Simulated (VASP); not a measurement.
# C (P1) in VASP: settings compared

The runs below take C through single point, with PBE, LDA.

All numbers are computed with VASP 6.6.1; they aren't measurements. Logs are shortened: lines on timing, memory, paths and dates and some standing lists are left out, and cuts for length are marked.

### Step 1. The cell of the first run

The typed cell holds 8 atoms: a = 2.518 Å, b = 2.518 Å, c = 8.305 Å, α = 90.00°, β = 90.00°, γ = 120.00°.

### Step 2. Single point, PBE (atoms moved at random)

INCAR reads:

```
PREC = Accurate
ENCUT = 520
EDIFF = 1E-6
ISMEAR = 0
SIGMA = 0.05
LREAL = F
LASPH = T
NELM = 100
ALGO = Normal
ISIF = 2
LWAVE = F
LCHARG = F
GGA = PE
NBANDS = 26
```

KPOINTS reads:

```
Automatic mesh
0
Gamma
  12 12 4
```

POSCAR reads:

```
C
1.0
    2.5180184915      0.0000000000      0.0000000000
   -1.2590092457      2.1806679808      0.0000000000
    0.0000000000      0.0000000000      8.3045881819
C
8
Direct
    0.0633789016     -0.0135146054      0.1101460255
   -0.0666975458     -0.1397551725      0.5551359898
    0.1140338421      0.0802465187      0.3591571658
   -0.0453009744      0.1982541366      0.9477714426
    0.1489829294      0.5029874064      0.1286392287
    0.7216716410      0.3139162302      0.6638707430
    0.3907150982      0.7038715149      0.3961032397
    0.6732161077      0.3539939711      0.8391761650
```

Potentials or basis: VASP PAW PBE potentials, release 64 (C).

Launch:

```
$ cat potpaw_PBE.64/C/POTCAR > POTCAR
$ mpirun -np 1 vasp_std > vasp.out
```

OUTCAR:

```text
PREC = Accurate
   ENCUT = 520
   EDIFF = 1E-6
   ISMEAR = 0
   LREAL = F
   LASPH = T
   NELM = 100
   ISIF = 2
   GGA = PE

 ion  position               nearest neighbor table
   1  0.063  0.986  0.110-   5 1.22   5 1.35   4 1.52   5 2.00
   2  0.933  0.860  0.555-   6 1.50   3 1.71   6 1.74   7 1.80   7 1.92   6 1.95
   3  0.114  0.080  0.359-   7 1.40   7 1.46   7 1.61   2 1.71
   4  0.955  0.198  0.948-   8 1.32   1 1.52   5 1.65   8 1.88
   5  0.149  0.503  0.129-   1 1.22   1 1.35   4 1.65   1 2.00
   6  0.722  0.314  0.664-   8 1.47   2 1.50   2 1.74   2 1.95
   7  0.391  0.704  0.396-   3 1.40   3 1.46   3 1.61   2 1.80   2 1.92
   8  0.673  0.354  0.839-   4 1.32   6 1.47   4 1.88

  LATTYP: Found a hexagonal cell.
 ALAT       =     2.5180184915
 C/A-ratio  =     3.2980648116

  Lattice vectors:

 A1 = (   2.5180184915,   0.0000000000,   0.0000000000)
 A2 = (  -1.2590092457,   2.1806679808,   0.0000000000)
 A3 = (   0.0000000000,   0.0000000000,   8.3045881819)

Analysis of symmetry for initial positions (statically):
=====================================================================
 Subroutine PRICEL returns:
 Original cell was already a primitive cell.

 Routine SETGRP: Setting up the symmetry group for a
 hexagonal supercell.

 Subroutine GETGRP returns: Found  1 space group operations
 (whereof  1 operations were pure point group operations)
 out of a pool of 24 trial point group operations.

The static configuration has the point symmetry C_1 .

Analysis of symmetry for dynamics (positions and initial velocities):
=====================================================================
 Subroutine PRICEL returns:
 Original cell was already a primitive cell.

 Routine SETGRP: Setting up the symmetry group for a
 hexagonal supercell.

 Subroutine GETGRP returns: Found  1 space group operations
 (whereof  1 operations were pure point group operations)
 out of a pool of 24 trial point group operations.

The dynamic configuration has the point symmetry C_1 .

 Subroutine INISYM returns: Found  1 space group operations
 (whereof  1 operations are pure point group operations),
 and found     1 'primitive' translations

----------------------------------------------------------------------------------------

                                     Primitive cell

  volume of cell :      45.6002

  direct lattice vectors                    reciprocal lattice vectors
     2.518018491  0.000000000  0.000000000     0.397137671  0.229287541  0.000000000
    -1.259009246  2.180667981  0.000000000     0.000000000  0.458575083  0.000000000
     0.000000000  0.000000000  8.304588182     0.000000000  0.000000000  0.120415363

  length of vectors
     2.518018491  2.518018491  8.304588182     0.458575083  0.458575083  0.120415363

  position of ions in fractional coordinates (direct lattice)
     0.063378902  0.986485395  0.110146026
     0.933302454  0.860244827  0.555135990
     0.114033842  0.080246519  0.359157166
     0.954699026  0.198254137  0.947771443
     0.148982929  0.502987406  0.128639229
     0.721671641  0.313916230  0.663870743
     0.390715098  0.703871515  0.396103240
     0.673216108  0.353993971  0.839176165

  ion indices of the primitive-cell ions
   primitive index   ion index
                 1           1
                 2           2
                 3           3
                 4           4
                 5           5
                 6           6
                 7           7
                 8           8

----------------------------------------------------------------------------------------

 KPOINTS: Automatic mesh

Automatic generation of k-mesh.
 Grid dimensions read from file:
 generate k-points for:   12   12    4

 Generating k-lattice:

  Cartesian coordinates                     Fractional coordinates (reciprocal lattice)
     0.033094806  0.019107295  0.000000000     0.083333333  0.000000000  0.000000000
     0.000000000  0.038214590  0.000000000     0.000000000  0.083333333  0.000000000
     0.000000000  0.000000000  0.030103841     0.000000000  0.000000000  0.250000000

  Length of vectors
     0.038214590  0.038214590  0.030103841

  Shift w.r.t. Gamma in fractional coordinates (k-lattice)
     0.000000000  0.000000000  0.000000000

 Subroutine IBZKPT returns following result:
 ===========================================

 Found    292 irreducible k-points:

 Following reciprocal coordinates:
            Coordinates               Weight
  0.000000  0.000000  0.000000      1.000000
  0.083333 -0.000000  0.000000      2.000000
  0.000000  0.083333  0.000000      2.000000
 -0.083333  0.083333  0.000000      2.000000
  0.166667  0.000000  0.000000      2.000000
  0.000000  0.166667  0.000000      2.000000
[... 16 lines left out ...]
  0.166667  0.083333  0.000000      2.000000
 -0.083333  0.250000  0.000000      2.000000
 [... further k-points ...]
   k-points           NKPTS =    292   k-points in BZ     NKDIM =    292   number of bands    NBANDS=     26
   number of dos      NEDOS =    301   number of ions     NIONS =      8
   total plane-waves  NPLWV =  25600
   dimension x,y,z NGX =    20 NGY =   20 NGZ =   64
   dimension x,y,z NGXF=    40 NGYF=   40 NGZF=  128
   ions per type =               8
   NGX,Y,Z   is equivalent  to a cutoff of  13.20, 13.20, 12.81 a.u.
   NGXF,Y,Z  is equivalent  to a cutoff of  26.41, 26.41, 25.62 a.u.
 SYSTEM =  unknown system
   PREC   = accura    normal or accurate (medium, high low for compatibility)
   ISTART =      0    job   : 0-new  1-cont  2-samecut
   ICHARG =      2    charge: 1-file 2-atom 10-const
   ISPIN  =      1    spin polarized calculation?
   LNONCOLLINEAR =      F non collinear calculations
   LSORBIT =      F    spin-orbit coupling
   LASPH  =      T    aspherical Exc in radial PAW
   ENCUT  =  520.0 eV  38.22 Ry    6.18 a.u.   4.68  4.68 15.44*2*pi/ulx,y,z
   NELM   =    100;   NELMIN=  2; NELMDL= -5     # of ELM steps
   EDIFF  = 0.1E-05   stopping-criterion for ELM
   LREAL  =      F    real-space projection
   EDIFFG = 0.1E-04   stopping-criterion for IOM
   NSW    =      0    number of steps for IOM
   IBRION =     -1    ionic relax: 0-MD 1-quasi-New 2-CG
   NFREE  =      0    steps in history (QN), initial steepest desc. (CG)
   ISIF   =      2    stress and relaxation
   ISYM   =      2    0-nonsym 1-usesym 2-fastsym
   POTIM  = 0.5000    time-step for ionic-motion
   TEBEG  =    0.0;   TEEND  =   0.0 temperature during run
   PSTRESS=    0.0 pullay stress
   NELECT =      32.0000    total number of electrons
   NUPDOWN=      -1.0000    fix difference up-down
   EMIN   =  10.00;   EMAX   =-10.00  energy-range for DOS
   EFERMI =   0.00;   METHOD = LEGACY
   ISMEAR =     0;   SIGMA  =   0.05  broadening in eV -4-tet -1-fermi 0-gaus
   EFERMI_NEDOS =   21; number of points for ismear=-14 and -15
   IALGO  =     38    algorithm
   IMIX   =      4    mixing-type and parameters
     AMIX     =   0.40;   BMIX     =  1.00
     AMIX_MAG =   1.60;   BMIX_MAG =  1.00
  volume/ion in A,a.u.               =       5.70        38.47
  Fermi-wavevector in a.u.,A,eV,Ry     =   1.454798  2.749169 28.795869  2.116437
  Thomas-Fermi vector in A             =   2.571907
   LORBIT       =      0    0 simple, 1 ext, 2 COOP (PROOUT), +10 PAW based schemes
   GGA     = PE    functional components
   LHFCALC =     F    Hartree Fock is set to
   AEXX    =    0.0000 exact exchange contribution
   IVDW    =     0    specifies the selected vdW correction
   LEPSILON=     F    determine dielectric tensor
   LRPA    =     F    only Hartree local field effects (RPA)
 non-spin polarized calculation
 Gauss-broadening in eV      SIGMA  =   0.05
  energy-cutoff  :      520.00
  volume of cell :       45.60
 maximum number of plane-waves:      1243
   NGX =  9   NGY =  9   NGZ = 31

 number of electron      32.0000000 magnetization

 Free energy of the ion-electron system (eV)
  ---------------------------------------------------
  ext. energy  EPLUGINS =         0.00000000
  ---------------------------------------------------
  free energy    TOTEN  =       -55.98549226 eV

  energy without entropy =      -55.98392080  energy(sigma->0) =      -55.98470653

 E-fermi :  10.9364     XC(G=0): -13.3334

 val. band max:       10.9291464373   @ k =  -0.1667   0.3333   0.2500
 cond. band min:      10.9409164185   @ k =   0.5000  -0.0833   0.5000
 fundamental gap:      0.0117699813
 Fermi energy:        10.9363848754

 k-point     1 :       0.0000    0.0000    0.0000
  band No.  band energies     occupation
      1     -12.9258      2.00000
      2     -11.8971      2.00000
      3      -9.0282      2.00000
      4      -5.8899      2.00000
      5      -4.0699      2.00000
      6       0.0890      2.00000
[... 18 lines left out ...]
     25      17.8434      0.00000
     26      19.2479      0.00000

 k-point     2 :       0.0833   -0.0000    0.0000
  band No.  band energies     occupation
      1     -12.7621      2.00000
      2     -11.7344      2.00000
      3      -8.8662      2.00000
      4      -5.7436      2.00000
      5      -3.9227      2.00000
      6       0.0065      2.00000
[... 18 lines left out ...]
     25      18.0596      0.00000
     26      19.5175      0.00000

 k-point     3 :       0.0000    0.0833    0.0000
  band No.  band energies     occupation
      1     -12.7666      2.00000
      2     -11.7381      2.00000
      3      -8.8655      2.00000
      4      -5.7447      2.00000
      5      -3.9132      2.00000
      6      -0.1265      2.00000
[... 572 lines left out ...]
 k-point    23 :       0.1667    0.0833    0.0000
  band No.  band energies     occupation
      1     -11.8036      2.00000
      2     -10.7764      2.00000
      3      -7.9164      2.00000
      4      -4.8976      2.00000
      5      -3.0948      2.00000
      6      -0.6032      2.00000
[... 18 lines left out ...]
     25      18.7430      0.00000
     26      20.7722      0.00000

 k-point    24 :      -0.0833    0.2500    0.0000
  band No.  band energies     occupation
      1     -11.8352      2.00000
      2     -10.8001      2.00000
      3      -7.9044      2.00000
      4      -4.8992      2.00000
      5      -3.0685      2.00000
      6      -1.4903      2.00000
[... 18 lines left out ...]
     25      19.3732      0.00000
     26      20.5806      0.00000

 [... further k-points ...]
[... 5 lines left out ...]
  --------------------------------------------------------------------------------------
  -------------------------------------------------------------------------------------
  Total       14.1848343     28.4418774      4.2645051     -1.4977556      2.2050980      2.1497469
  in kB      498.3888156    999.3147093    149.8347896    -52.6241353     77.4768423     75.5320630
  external PRESSURE =     549.1794381 kB  Pullay stress =       0.0000000 kB

 VOLUME and BASIS-vectors are now :
 -----------------------------------------------------------------------------
  energy-cutoff  :      520.00
  volume of cell :       45.60
      direct lattice vectors                 reciprocal lattice vectors
     2.518018491  0.000000000  0.000000000     0.397137671  0.229287541  0.000000000
    -1.259009246  2.180667981  0.000000000     0.000000000  0.458575083  0.000000000
     0.000000000  0.000000000  8.304588182     0.000000000  0.000000000  0.120415363

 POSITION                                       TOTAL-FORCE (eV/Angst)
 -----------------------------------------------------------------------------------
     -1.08240      2.15120      0.91472        -0.440642     -8.527094     -3.304594
      1.26702      1.87591      4.61018        -2.308685      1.144606      7.138757
      0.18611      0.17499      2.98265        -2.261691     -3.113685      5.197053
      2.15435      0.43233      7.87085         6.559420     -1.188364     -1.282273
     -0.25812      1.09685      1.06830        -1.626441      9.478991     -0.811916
      1.42196      0.68455      5.51317        -0.462887     -0.943741     -2.991288
      0.09765      1.53491      3.28947         4.094081      3.258935     -2.452282
      1.24949      0.77194      6.96901        -3.553156     -0.109648     -1.493456
 -----------------------------------------------------------------------------------
    total drift:                                0.000043      0.000060      0.000118

  FREE ENERGIE OF THE ION-ELECTRON SYSTEM (eV)
  ---------------------------------------------------
  free  energy   TOTEN  =       -55.9854922618 eV

  energy  without entropy=      -55.9839207974  energy(sigma->0) =      -55.98470653
```

Run time: 9.5 min. Hardware: 1 thread of Intel Xeon 8259CL, shared host; peak memory 0.33 GiB.

What came out:

```
Free energy            : -55.9855 eV
Pressure               : 54.9 GPa
Largest force          : 9.652 eV/Å
Band gap on the k mesh : zero (bands 16 and 17 overlap by 3.29 eV)
```

Forces on the atoms (eV/Å):
```
C   -0.441 -8.527 -3.305
C   -2.309  1.145  7.139
C   -2.262 -3.114  5.197
C    6.559 -1.188 -1.282
C   -1.626  9.479 -0.812
C   -0.463 -0.944 -2.991
C    4.094  3.259 -2.452
C   -3.553 -0.110 -1.493
```

Stress tensor (GPa, compression positive):
```
49.84 -5.26  7.55
-5.26 99.93  7.75
 7.55  7.75 14.98
```

Caveat: the cell differs from its parent crystal (atoms moved at random); the stress differs along the axes, from 15 to 100 GPa; this functional lacks dispersion, which binds layers or chains, so the pressure and a relaxed spacing across them are unreliable; forces of over 1 eV/Å act on the atoms, so gaps and moduli don't describe the material at rest.

[end of part 1 of 2]
